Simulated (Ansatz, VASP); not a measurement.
Ti: VASP beside Ansatz

File INCAR:

```
SYSTEM = Ti
PREC = Accurate ; ENCUT = 520
EDIFF = 1E-6 ; ISMEAR = 0
SIGMA = 0.15 ; LREAL = .False.
LASPH = .True. ; NELM = 60
ALGO = Fast ; ISIF = 2
LWAVE = .False. ; LCHARG = .False.
GGA = PE ; NBANDS = 12
```

The input KPOINTS:

```
Automatic mesh
0
Gamma
  22 22 22
  0 0 0
```

File POSCAR:

```
Ti
1.0
   -1.5755737354      1.5755737354      1.8295562215
    1.5755737354     -1.5755737354      1.8295562215
    1.5755737354      1.5755737354     -1.8295562215
Ti
1
Direct
    0.0000000000      0.0000000000      0.0000000000
```

Input for Ansatz:

```yaml
crystal:
  lattice:
    - [-1.5755737354, 1.5755737354, 1.8295562215]
    - [1.5755737354, -1.5755737354, 1.8295562215]
    - [1.5755737354, 1.5755737354, -1.8295562215]
  atoms:
    - { symbol: Ti, position: [0.0, 0.0, 0.0] }
basis:
  ecutwfc: 520.0
kpoints:
  mp_grid: { grid: [22, 22, 22] }
hamiltonian:
  xc: pbe
  pseudopotentials: { kind: paw, azcp: { folder: soft_1 } }
scf:
  occupations: { method: gaussian, width: 0.15 }
output:
  forces: true
  stress: true
  eigenvalues: true
```

Alike in both runs: task single point; functional PBE; k mesh 22 × 22 × 22; occupations gaussian, width 0.15 eV; no spin polarisation.

```csv
,VASP,Ansatz
version,VASP 6.6.1,Ansatz 0.2.0
potentials or method,"VASP PAW PBE potentials, release 64 (Ti_sv), cutoff 520 eV","scalar-relativistic, plane waves, PAW"
valence electrons in the cell,12,12
```

```tsv
	VASP	Ansatz	Ansatz less VASP
gap on the k mesh at the Fermi level (eV)	none	none	-
pressure (GPa)	-4.8	-4.6	+0.19
traceless stress, the component that is largest in VASP (GPa)	2.05	2.04	-0.007
```

A gap of «none» marks a metal or a gap that the smearing closes.
